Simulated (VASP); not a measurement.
# CoNiO2 (P4/mmm) in VASP: further runs, part 2 of 3

VASP 6.6.1. The steps go on from the part before.

### Step 3. Single point, LDA, collinear spin, ferromagnetic start (9.97 Å³/atom)

This run uses another cell than the first one, of 9.97 Å³/atom.

INCAR reads:

```
PREC = Accurate
ENCUT = 520
EDIFF = 1E-7
ISMEAR = -1
SIGMA = 0.05
LREAL = False
LASPH = True
NELM = 150
ALGO = Normal
ISIF = 2
LWAVE = False
LCHARG = False
ISPIN = 2
MAGMOM = 1 2 0 0
LORBIT = 11
LMAXMIX = 4
NBANDS = 28
```

KPOINTS reads:

```
Automatic mesh
0
Gamma
  9 9 6
```

POSCAR reads:

```
CoNiO2
1.0
    3.0539998252      0.0000000000      0.0000000000
    0.0000000000      3.0539998252      0.0000000000
    0.0000000000      0.0000000000      4.2778477534
Ni Co O
1 1 2
Direct
    0.0000000000      0.0000000000      0.0000000000
    0.5000000000      0.5000000000      0.5000000000
    0.0000000000      0.0000000000      0.5000000000
    0.5000000000      0.5000000000      0.0000000000
```

Potentials or basis: VASP PAW LDA potentials, release 64 (Ni, Co, O).

Started as:

```bash
> cat potpaw_LDA.64/Ni/POTCAR potpaw_LDA.64/Co/POTCAR potpaw_LDA.64/O/POTCAR > POTCAR
> mpirun -np 1 vasp_std > vasp.out
```

Wall time 63 s (1 thread of Intel Xeon 6975P-C (Granite Rapids), shared host); peak memory 0.22 GiB.

Results (log left out):

| Quantity | Value |
| --- | --- |
| Free energy | -27.5503 eV |
| Pressure | -27.3 GPa |
| Net moment | 3.60 μB per cell |
| Site moments | Ni +0.65; Co +2.45; O +0.24, +0.17 μB |
| Valence electrons inside the program's atomic spheres | Ni 8.95; Co 7.76; O 4.89, 4.87 |

Levels at points of the mesh, in eV from the Fermi level:
Spin up:
```
           k point  band 15  band 16  band 17  band 18  band 19  band 20  band 21  band 22
(0.00, 0.00, 0.00)    -1.65    -1.38    -1.21    -1.21     1.00     5.61     9.71    11.63
(0.00, 0.00, 0.50)    -1.52    -0.97    -0.97    -0.83     4.74     4.75    12.40    12.41
```
Spin down:
```
           k point  band 12  band 13  band 14  band 15  band 16  band 17
(0.00, 0.00, 0.00)    -1.14    -0.92    -0.86    -0.10    -0.05    -0.05
(0.00, 0.00, 0.50)    -0.46    -0.46    -0.15    -0.11     0.07     0.07
```

Caveat: the cell stands under tension; semilocal functionals often make such compounds metallic where correlation or magnetic order opens a gap, which also shifts bond lengths. With open d or f shells a metallic result of LDA can be an artefact of self-interaction; +U or a hybrid may open a gap.

### Step 4. Single point, PBEsol

This run uses another cell than the first one, of 9.59 Å³/atom.

INCAR reads:

```
SYSTEM = CoNiO2
ALGO = Normal
EDIFF = 1E-6
ENCUT = 520
GGA = PS
ISIF = 2
ISMEAR = -1
LASPH = .True.
LCHARG = .False.
LREAL = .False.
LWAVE = .False.
NBANDS = 24
NELM = 100
PREC = Accurate
SIGMA = 0.05
```

KPOINTS reads:

```
k-points
0
Gamma
  9 9 6
  0 0 0
```

POSCAR reads:

```
CoNiO2
1.0
    3.0143330000      0.0000000000      0.0000000000
    0.0000000000      3.0143330000      0.0000000000
    0.0000000000      0.0000000000      4.2222850000
Ni Co O
1 1 2
Direct
    0.0000000000      0.0000000000      0.0000000000
    0.5000000000      0.5000000000      0.5000000000
    0.0000000000      0.0000000000      0.5000000000
    0.5000000000      0.5000000000      0.0000000000
```

Potentials or basis: VASP PAW PBE potentials, release 64 (Ni, Co, O).

Started as:

```bash
> cat potpaw_PBE.64/Ni/POTCAR potpaw_PBE.64/Co/POTCAR potpaw_PBE.64/O/POTCAR > POTCAR
> mpirun -np 1 vasp_std > vasp.out
```

Wall time 22 s (1 thread of Intel Xeon 6975P-C (Granite Rapids), shared host); peak memory 0.19 GiB.

Results (log left out):

| Item | Value |
| --- | --- |
| Free energy | -25.7660 eV |
| Pressure | -23.8 GPa |
| Band gap on the k mesh | zero (an odd number of electrons rules out a gap without spin polarisation) |

Stress tensor (GPa, compression positive):
```
-24.01   0.00   0.00
  0.00 -24.01   0.00
  0.00   0.00 -23.38
```

Levels at points of the mesh, in eV from the Fermi level:
| k point | band 13 | band 14 | band 15 | band 16 | band 17 | band 18 | band 19 | band 20 |
| --- | --- | --- | --- | --- | --- | --- | --- | --- |
| (0.00, 0.00, 0.00) | -1.33 | -1.29 | -0.75 | -0.33 | -0.33 | -0.33 | 1.32 | 6.30 |
| (0.00, 0.00, 0.50) | -0.73 | -0.73 | -0.40 | -0.24 | -0.24 | 0.07 | 5.06 | 5.37 |

Caveat: the cell stands under tension; the PAW data sets were made with another functional, which shifts forces and pressure a little; an odd number of electrons without spin polarisation forces a metal; a magnetic or distorted state may lie lower; the run has no spin polarisation, though such a crystal can be magnetic; semilocal functionals often make such compounds metallic where correlation or magnetic order opens a gap, which also shifts bond lengths. With open d or f shells a metallic result of PBEsol can be an artefact of self-interaction; +U or a hybrid may open a gap.

### Step 5. Single point, PBEsol, collinear spin, ferromagnetic start

This run uses another cell than the first one, of 9.59 Å³/atom.

INCAR reads:

```
SYSTEM = CoNiO2
  PREC = Accurate
  ENCUT = 520
  EDIFF = 1E-7
  ISMEAR = -1
  SIGMA = 0.05
  LREAL = .FALSE.
  LASPH = .TRUE.
  NELM = 150
  ALGO = Normal
  ISIF = 2
  LWAVE = .FALSE.
  LCHARG = .TRUE.
  ISPIN = 2
  MAGMOM = 1 2 0 0
  LORBIT = 11
  LMAXMIX = 4
  GGA = PS
  LELF = .TRUE.
  LVHAR = .TRUE.
  NBANDS = 28
```

KPOINTS reads:

```
Automatic mesh
0
G
  9 9 6
  0 0 0
```

POSCAR is that of step 4.

Potentials or basis: VASP PAW PBE potentials, release 64 (Ni, Co, O).

Started as:

```bash
> cat potpaw_PBE.64/Ni/POTCAR potpaw_PBE.64/Co/POTCAR potpaw_PBE.64/O/POTCAR > POTCAR
> mpirun -np 1 vasp_std > vasp.out
```

OUTCAR:

```text
SYSTEM = CoNiO2
   PREC = Accurate
   ENCUT = 520
   EDIFF = 1E-7
   ISMEAR = -1
   LREAL = .FALSE.
   LASPH = .TRUE.
   NELM = 150
   ISIF = 2
   ISPIN = 2
   LORBIT = 11
   GGA = PS

 ion  position               nearest neighbor table
   1  0.000  0.000  0.000-   3 2.11   3 2.11   4 2.13   4 2.13   4 2.13   4 2.13   2 3.00   2 3.00
                             2 3.00   2 3.00   2 3.00   2 3.00   2 3.00   2 3.00
   2  0.500  0.500  0.500-   4 2.11   4 2.11   3 2.13   3 2.13   3 2.13   3 2.13   1 3.00   1 3.00
                             1 3.00   1 3.00   1 3.00   1 3.00   1 3.00   1 3.00
   3  0.000  0.000  0.500-   1 2.11   1 2.11   2 2.13   2 2.13   2 2.13   2 2.13
   4  0.500  0.500  0.000-   2 2.11   2 2.11   1 2.13   1 2.13   1 2.13   1 2.13

  LATTYP: Found a simple tetragonal cell.
 ALAT       =     3.0143330000
 C/A-ratio  =     1.4007360832

  Lattice vectors:

 A1 = (   3.0143330000,   0.0000000000,   0.0000000000)
 A2 = (   0.0000000000,   3.0143330000,   0.0000000000)
 A3 = (   0.0000000000,   0.0000000000,   4.2222850000)

Analysis of symmetry for initial positions (statically):
=====================================================================
 Subroutine PRICEL returns:
 Original cell was already a primitive cell.

 Routine SETGRP: Setting up the symmetry group for a
 simple tetragonal supercell.

 Subroutine GETGRP returns: Found 16 space group operations
 (whereof 16 operations were pure point group operations)
 out of a pool of 16 trial point group operations.

The static configuration has the point symmetry D_4h.

Analysis of symmetry for dynamics (positions and initial velocities):
=====================================================================
 Subroutine PRICEL returns:
 Original cell was already a primitive cell.

 Routine SETGRP: Setting up the symmetry group for a
 simple tetragonal supercell.

 Subroutine GETGRP returns: Found 16 space group operations
 (whereof 16 operations were pure point group operations)
 out of a pool of 16 trial point group operations.

[... 169 lines left out ...]
 cond. band min:       7.4191032849   @ k =   0.2222   0.2222   0.3333
 fundamental gap:      0.0064252171
 Fermi energy:         7.4154338471

 spin component 1

 k-point     1 :       0.0000    0.0000    0.0000
  band No.  band energies     occupation
      1     -12.6556      1.00000
      2     -11.3283      1.00000
      3       0.6724      1.00000
      4       3.1178      1.00000
      5       3.1178      1.00000
      6       3.6277      1.00000
[... 709 lines left out ...]
     26      21.9784      0.00000
     27      26.9736      0.00000

 [... further k-points ...]

 spin component 2

 k-point     1 :       0.0000    0.0000    0.0000
  band No.  band energies     occupation
      1     -12.1852      1.00000
      2     -10.7862      1.00000
      3       1.0501      1.00000
      4       3.6131      1.00000
      5       3.6131      1.00000
      6       4.8916      1.00000
[... 709 lines left out ...]
     26      22.5040      0.00000
     27      27.3525      0.00000

 [... further k-points ...]

 [bands above 27 left out]

------------------------ aborting loop because EDIFF is reached ----------------------------------------

  FORCE on cell =-STRESS in cart. coord.  units (eV):
  Direction    XX          YY          ZZ          XY          YZ          ZX
  --------------------------------------------------------------------------------------
  -------------------------------------------------------------------------------------
  Total       -3.0852925     -3.0852925     -2.7169349      0.0000000      0.0000000      0.0000000
  in kB     -128.8477744   -128.8477744   -113.4644491      0.0000000      0.0000000      0.0000000
  external PRESSURE =    -123.7199993 kB  Pullay stress =       0.0000000 kB

 VOLUME and BASIS-vectors are now :
 -----------------------------------------------------------------------------
  energy-cutoff  :      520.00
  volume of cell :       38.36
      direct lattice vectors                 reciprocal lattice vectors
     3.014333000  0.000000000  0.000000000     0.331748350  0.000000000  0.000000000
     0.000000000  3.014333000  0.000000000     0.000000000  0.331748350  0.000000000
     0.000000000  0.000000000  4.222285000     0.000000000  0.000000000  0.236838584

 POSITION                                       TOTAL-FORCE (eV/Angst)
 -----------------------------------------------------------------------------------
      0.00000      0.00000      0.00000         0.000000      0.000000      0.000000
      1.50717      1.50717      2.11114         0.000000      0.000000      0.000000
      0.00000      0.00000      2.11114         0.000000      0.000000      0.000000
      1.50717      1.50717      0.00000         0.000000      0.000000      0.000000
 -----------------------------------------------------------------------------------
    total drift:                                0.000000     -0.000000     -0.000000

  FREE ENERGIE OF THE ION-ELECTRON SYSTEM (eV)
  ---------------------------------------------------
  free  energy   TOTEN  =       -26.2385595602 eV

  energy  without entropy=      -26.1763416642  energy(sigma->0) =      -26.20745061

 total charge

# of ion       s       p       d       tot
------------------------------------------
    1        0.315   0.370   8.269   8.953
    2        0.301   0.364   7.133   7.798
    3        1.553   3.384   0.000   4.937
    4        1.554   3.370   0.000   4.924
--------------------------------------------------
tot          3.722   7.488  15.402  26.612

 magnetization (x)

# of ion       s       p       d       tot
------------------------------------------
    1        0.013   0.013   1.300   1.325
    2        0.018   0.018   2.462   2.498
    3        0.027   0.259   0.000   0.286
    4        0.026   0.241   0.000   0.266
--------------------------------------------------
tot          0.084   0.530   3.762   4.376
```

stdout:

```text
POSCAR found type information on POSCAR NiCoO
 POSCAR found :  3 types and       4 ions
 scaLAPACK will be used
 -----------------------------------------------------------------------------
|                                                                             |
|                                                                             |
|     You enforced a specific xc type in the INCAR file but a different       |
|     I HOPE YOU KNOW WHAT YOU ARE DOING!                                     |
|                                                                             |
 -----------------------------------------------------------------------------

 LDA part: xc-table for (Slater+PW92), standard interpolation
 POSCAR, INCAR and KPOINTS ok, starting setup
 FFT: planning ... GRIDC
 FFT: planning ... GRID_SOFT
 FFT: planning ... GRID
 WAVECAR not read
 entering main loop
```

Run time: 2.4 min. Hardware: 1 thread of Intel Xeon 6975P-C (Granite Rapids), shared host; peak memory 0.24 GiB.

What came out:

```
Free energy                                           : -26.2386 eV
Pressure                                              : -12.4 GPa
Net moment                                            : 4.47 μB per cell
Site moments                                          : Ni +1.32; Co +2.50; O +0.29, +0.27 μB
Valence electrons inside the program's atomic spheres : Ni 8.95; Co 7.80; O 4.94, 4.92
```

Caveat: the cell stands under tension; the PAW data sets were made with another functional, which shifts forces and pressure a little; semilocal functionals often make such compounds metallic where correlation or magnetic order opens a gap, which also shifts bond lengths. With open d or f shells a metallic result of PBEsol can be an artefact of self-interaction; +U or a hybrid may open a gap.

(Part 2 of 3 ends here.)
